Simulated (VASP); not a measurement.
# Cl2 in VASP: further runs

Runs on Cl2. Level: r2SCAN. Tasks: single point.

All numbers are computed with VASP 6.6.1; they aren't measurements. Logs are shortened: lines on timing, memory, paths and dates and some standing lists are left out, and cuts for length are marked.

## Step 1: The cell of the first run

The cell holds a molecule in a box, 2 atoms: a = 12.000 Å, b = 12.200 Å, c = 12.400 Å, α = 90.00°, β = 90.00°, γ = 90.00°.

## Step 2: Single point, r2SCAN

POSCAR reads:

```
Cl
1.0
   12.0000000000      0.0000000000      0.0000000000
    0.0000000000     12.2000000000      0.0000000000
    0.0000000000      0.0000000000     12.4000000000
Cl
2
Direct
    0.5000000000      0.5000000000      0.4197462684
    0.5000000000      0.5000000000      0.5802537316
```

INCAR.step1 reads:

```
PREC     = Accurate       # precision mode
ENCUT    = 440            # plane-wave cutoff, eV
ISMEAR   = 0              # smearing method
SIGMA    = 0.01           # smearing width, eV
LREAL    = F              # projectors in reciprocal space
LASPH    = T              # aspherical terms in the spheres
NELM     = 120            # most SCF steps
NBANDS   = 14             # bands
GGA      = PE             # functional
ALGO     = Normal         # electronic algorithm
EDIFF    = 1E-5           # SCF threshold, eV
LWAVE    = T              # write WAVECAR
LCHARG   = F              # write CHGCAR
GGA_COMPAT= F            
NELMDL   = -8
```

INCAR.step2 reads:

```
PREC     = Accurate       # precision mode
ENCUT    = 440            # plane-wave cutoff, eV
EDIFF    = 1E-6           # SCF threshold, eV
ISMEAR   = 0              # smearing method
SIGMA    = 0.01           # smearing width, eV
LREAL    = F              # projectors in reciprocal space
LASPH    = T              # aspherical terms in the spheres
NELM     = 120            # most SCF steps
ALGO     = Normal         # electronic algorithm
ISIF     = 2              # what is computed and relaxed
LWAVE    = F              # write WAVECAR
LCHARG   = T              # write CHGCAR
METAGGA  = R2SCAN         # meta-GGA
LMIXTAU  = T            
LELF     = T              # ELF
LVHAR    = T            
NBANDS   = 14             # bands
ISTART   = 1            
GGA_COMPAT= F
```

KPOINTS reads:

```
regular mesh
0
Gamma
  1 1 1
```

Potentials or basis: VASP PAW PBE potentials, release 64 (Cl).

Command:

```bash
cat potpaw_PBE.64/Cl/POTCAR > POTCAR
cp INCAR.step1 INCAR
mpirun -np 1 vasp_gam > vasp.out
cp INCAR.step2 INCAR
mpirun -np 1 vasp_gam > vasp.out
```

OUTCAR:

```text
PREC = Accurate
   ENCUT = 440
   EDIFF = 1E-6
   ISMEAR = 0
   LREAL = F
   LASPH = T
   NELM = 120
   ISIF = 2
   METAGGA = R2SCAN
   ISTART = 1

 ion  position               nearest neighbor table
   1  0.500  0.500  0.420-   2 1.99
   2  0.500  0.500  0.580-   1 1.99

  LATTYP: Found a simple orthorhombic cell.
 ALAT       =    12.0000000000
 B/A-ratio  =     1.0166666667
 C/A-ratio  =     1.0333333333

  Lattice vectors:

 A1 = (  12.0000000000,   0.0000000000,   0.0000000000)
 A2 = (   0.0000000000,  12.2000000000,   0.0000000000)
 A3 = (   0.0000000000,   0.0000000000,  12.4000000000)

Analysis of symmetry for initial positions (statically):
=====================================================================
 Subroutine PRICEL returns:
 Original cell was already a primitive cell.

 Routine SETGRP: Setting up the symmetry group for a
 simple orthorhombic supercell.

 Subroutine GETGRP returns: Found  8 space group operations
 (whereof  8 operations were pure point group operations)
 out of a pool of  8 trial point group operations.

The static configuration has the point symmetry D_2h.

Analysis of symmetry for dynamics (positions and initial velocities):
=====================================================================
 Subroutine PRICEL returns:
 Original cell was already a primitive cell.

 Routine SETGRP: Setting up the symmetry group for a
 simple orthorhombic supercell.

 Subroutine GETGRP returns: Found  8 space group operations
 (whereof  8 operations were pure point group operations)
 out of a pool of  8 trial point group operations.

The dynamic configuration has the point symmetry D_2h.

 Subroutine INISYM returns: Found  8 space group operations
 (whereof  8 operations are pure point group operations),
 and found     1 'primitive' translations

----------------------------------------------------------------------------------------

                                     Primitive cell

  volume of cell :    1815.3600

  direct lattice vectors                    reciprocal lattice vectors
    12.000000000  0.000000000  0.000000000     0.083333333  0.000000000  0.000000000
     0.000000000 12.200000000  0.000000000     0.000000000  0.081967213  0.000000000
     0.000000000  0.000000000 12.400000000     0.000000000  0.000000000  0.080645161

  length of vectors
    12.000000000 12.200000000 12.400000000     0.083333333  0.081967213  0.080645161

  position of ions in fractional coordinates (direct lattice)
     0.500000000  0.500000000  0.419746268
     0.500000000  0.500000000  0.580253732

  ion indices of the primitive-cell ions
   primitive index   ion index
                 1           1
                 2           2

----------------------------------------------------------------------------------------

 KPOINTS: regular mesh

Automatic generation of k-mesh.
 Grid dimensions read from file:
 generate k-points for:    1    1    1

 Generating k-lattice:

  Cartesian coordinates                     Fractional coordinates (reciprocal lattice)
     0.083333333  0.000000000  0.000000000     1.000000000  0.000000000  0.000000000
     0.000000000  0.081967213  0.000000000     0.000000000  1.000000000  0.000000000
     0.000000000  0.000000000  0.080645161     0.000000000  0.000000000  1.000000000

  Length of vectors
     0.083333333  0.081967213  0.080645161

  Shift w.r.t. Gamma in fractional coordinates (k-lattice)
     0.000000000  0.000000000  0.000000000

 Subroutine IBZKPT returns following result:
 ===========================================

 Found      1 irreducible k-points:

 Following reciprocal coordinates:
            Coordinates               Weight
  0.000000  0.000000  0.000000      1.000000
   k-points           NKPTS =      1   k-points in BZ     NKDIM =      1   number of bands    NBANDS=     14
   number of dos      NEDOS =    301   number of ions     NIONS =      2
   total plane-waves  NPLWV = 635040
   dimension x,y,z NGX =    84 NGY =   84 NGZ =   90
   dimension x,y,z NGXF=   168 NGYF=  168 NGZF=  180
   ions per type =               2
   NGX,Y,Z   is equivalent  to a cutoff of  11.64, 11.45, 12.07 a.u.
   NGXF,Y,Z  is equivalent  to a cutoff of  23.27, 22.89, 24.13 a.u.
 SYSTEM =  unknown system
   PREC   = accura    normal or accurate (medium, high low for compatibility)
   ISTART =      1    job   : 0-new  1-cont  2-samecut
   ICHARG =      0    charge: 1-file 2-atom 10-const
   ISPIN  =      1    spin polarized calculation?
   LNONCOLLINEAR =      F non collinear calculations
   LSORBIT =      F    spin-orbit coupling
   LASPH  =      T    aspherical Exc in radial PAW
   ENCUT  =  440.0 eV  32.34 Ry    5.69 a.u.  20.52 20.87 21.21*2*pi/ulx,y,z
   NELM   =    120;   NELMIN=  2; NELMDL=  0     # of ELM steps
   EDIFF  = 0.1E-05   stopping-criterion for ELM
   LREAL  =      F    real-space projection
[... 7 lines left out ...]
   TEBEG  =    0.0;   TEEND  =   0.0 temperature during run
   PSTRESS=    0.0 pullay stress
   NELECT =      14.0000    total number of electrons
   NUPDOWN=      -1.0000    fix difference up-down
   EMIN   =  10.00;   EMAX   =-10.00  energy-range for DOS
   EFERMI =   0.00;   METHOD = LEGACY
   ISMEAR =     0;   SIGMA  =   0.01  broadening in eV -4-tet -1-fermi 0-gaus
   EFERMI_NEDOS =   21; number of points for ismear=-14 and -15
   IALGO  =     38    algorithm
   IMIX   =      4    mixing-type and parameters
     AMIX     =   0.40;   BMIX     =  1.00
     AMIX_MAG =   1.60;   BMIX_MAG =  1.00
  volume/ion in A,a.u.               =     907.68      6125.33
  Fermi-wavevector in a.u.,A,eV,Ry     =   0.323442  0.611217  1.423371  0.104615
  Thomas-Fermi vector in A             =   1.212697
   LORBIT       =      0    0 simple, 1 ext, 2 COOP (PROOUT), +10 PAW based schemes
   METAGGA = R2SCAN    functional components
   LHFCALC =     F    Hartree Fock is set to
   AEXX    =    0.0000 exact exchange contribution
   IVDW    =     0    specifies the selected vdW correction
   LEPSILON=     F    determine dielectric tensor
   LRPA    =     F    only Hartree local field effects (RPA)
 non-spin polarized calculation
 Gauss-broadening in eV      SIGMA  =   0.01
  energy-cutoff  :      440.00
  volume of cell :     1815.36
 maximum number of plane-waves:     19010
 NGX is ok and might be reduce to    84
   NGX = 41   NGY = 41   NGZ = 43

 number of electron      13.9999994 magnetization

 Free energy of the ion-electron system (eV)
  ---------------------------------------------------
  ext. energy  EPLUGINS =         0.00000000
  ---------------------------------------------------
  free energy    TOTEN  =       -12.08787818 eV

  energy without entropy =      -12.08787818  energy(sigma->0) =      -12.08787818

 E-fermi :  -7.2834     XC(G=0):  -0.3758

 val. band max:       -7.3982537502   @ k =   0.0000   0.0000   0.0000
 cond. band min:      -3.9116272049   @ k =   0.0000   0.0000   0.0000
 fundamental gap:      3.4866265453
 Fermi energy:        -7.2834104085

 k-point     1 :       0.0000    0.0000    0.0000
  band No.  band energies     occupation
      1     -24.3779      2.00000
      2     -19.9045      2.00000
      3     -12.2151      2.00000
      4     -10.1897      2.00000
      5     -10.1897      2.00000
      6      -7.3983      2.00000
      7      -7.3983      2.00000
      8      -3.9116      0.00000
      9       0.0722      0.00000
     10       0.9653      0.00000
     11       1.1014      0.00000
     12       1.1196      0.00000
     13       1.1199      0.00000
     14       1.1521      0.00000

------------------------ aborting loop because EDIFF is reached ----------------------------------------

  FORCE on cell =-STRESS in cart. coord.  units (eV):
  Direction    XX          YY          ZZ          XY          YZ          ZX
  --------------------------------------------------------------------------------------
  -------------------------------------------------------------------------------------
  Total       -0.0446975     -0.0447976     -0.4465774      0.0000000      0.0000000      0.0000000
  in kB       -0.0394486     -0.0395369     -0.3941346      0.0000000      0.0000000      0.0000000
  external PRESSURE =      -0.1577067 kB  Pullay stress =       0.0000000 kB

 VOLUME and BASIS-vectors are now :
 -----------------------------------------------------------------------------
  energy-cutoff  :      440.00
  volume of cell :     1815.36
      direct lattice vectors                 reciprocal lattice vectors
    12.000000000  0.000000000  0.000000000     0.083333333  0.000000000  0.000000000
     0.000000000 12.200000000  0.000000000     0.000000000  0.081967213  0.000000000
     0.000000000  0.000000000 12.400000000     0.000000000  0.000000000  0.080645161

 POSITION                                       TOTAL-FORCE (eV/Angst)
 -----------------------------------------------------------------------------------
      6.00000      6.10000      5.20485         0.000000      0.000000      0.202791
      6.00000      6.10000      7.19515        -0.000000     -0.000000     -0.202791
 -----------------------------------------------------------------------------------
    total drift:                               -0.000000     -0.000000      0.000000

  FREE ENERGIE OF THE ION-ELECTRON SYSTEM (eV)
  ---------------------------------------------------
  free  energy   TOTEN  =       -12.0878781819 eV

  energy  without entropy=      -12.0878781819  energy(sigma->0) =      -12.08787818
```

Wall time 4.3 min (1 thread of Intel Xeon Platinum 8488C (Sapphire Rapids), shared host); peak memory 1.2 GiB.

Results:

| Quantity | Value |
| --- | --- |
| Free energy | -12.0879 eV |
| Largest force | 0.203 eV/Å |
| Gap between the frontier levels | 3.49 eV |

Forces on the atoms (eV/Å):
```
Cl   0.000  0.000  0.203
Cl   0.000  0.000 -0.203
```

Levels at points of the mesh, in eV from the valence-band top:
| k point | band 3 | band 4 | band 5 | band 6 | band 7 | band 8 | band 9 | band 10 | band 11 | band 12 |
| --- | --- | --- | --- | --- | --- | --- | --- | --- | --- | --- |
| (0.00, 0.00, 0.00) | -4.82 | -2.79 | -2.79 | 0.00 | 0.00 | 3.49 | 7.47 | 8.36 | 8.50 | 8.52 |

Caveat: the PAW data sets were made with another functional, which shifts forces and pressure a little.

## Step 3: Single point, r2SCAN

POSCAR is that of step 2.

INCAR.step1 reads:

```
SYSTEM = Cl
PREC = Accurate
ENCUT = 440
ISMEAR = 0
SIGMA = 0.01
LREAL = .False.
LASPH = .True.
NELM = 120
NBANDS = 14
GGA = PE
ALGO = Normal
EDIFF = 1E-5
LWAVE = .True.
LCHARG = .False.
GGA_COMPAT = .False.
NELMDL = -8
```

INCAR.step2 reads:

```
SYSTEM = Cl
PREC = Accurate
ENCUT = 440
EDIFF = 1E-6
ISMEAR = 0
SIGMA = 0.01
LREAL = .False.
LASPH = .True.
NELM = 120
ALGO = Normal
ISIF = 2
LWAVE = .False.
LCHARG = .False.
METAGGA = R2SCAN
LMIXTAU = .True.
NBANDS = 14
ISTART = 1
GGA_COMPAT = .False.
```

KPOINTS reads:

```
Automatic mesh
0
Gamma
  1 1 1
  0 0 0
```

Potentials or basis: VASP PAW PBE potentials, release 64 (Cl).

Command:

```bash
cat potpaw_PBE.64/Cl/POTCAR > POTCAR
cp INCAR.step1 INCAR
mpirun -np 1 vasp_gam > vasp.out
cp INCAR.step2 INCAR
mpirun -np 1 vasp_gam > vasp.out
```

Wall time 4.1 min (1 thread of Intel Xeon Platinum 8488C (Sapphire Rapids), shared host); peak memory 1.2 GiB.

Results (log left out):

| Item | Value |
| --- | --- |
| Free energy | -12.0879 eV |
| Largest force | 0.203 eV/Å |
| Gap between the frontier levels | 3.49 eV |

Forces in eV/Å, atoms in the order of the input:
```
Cl   0.000  0.000  0.203
Cl   0.000  0.000 -0.203
```

Levels at points of the mesh, in eV from the valence-band top:
| k point | band 3 | band 4 | band 5 | band 6 | band 7 | band 8 | band 9 | band 10 | band 11 | band 12 |
| --- | --- | --- | --- | --- | --- | --- | --- | --- | --- | --- |
| (0.00, 0.00, 0.00) | -4.82 | -2.79 | -2.79 | 0.00 | 0.00 | 3.49 | 7.47 | 8.36 | 8.50 | 8.52 |

Caveat: the PAW data sets were made with another functional, which shifts forces and pressure a little.
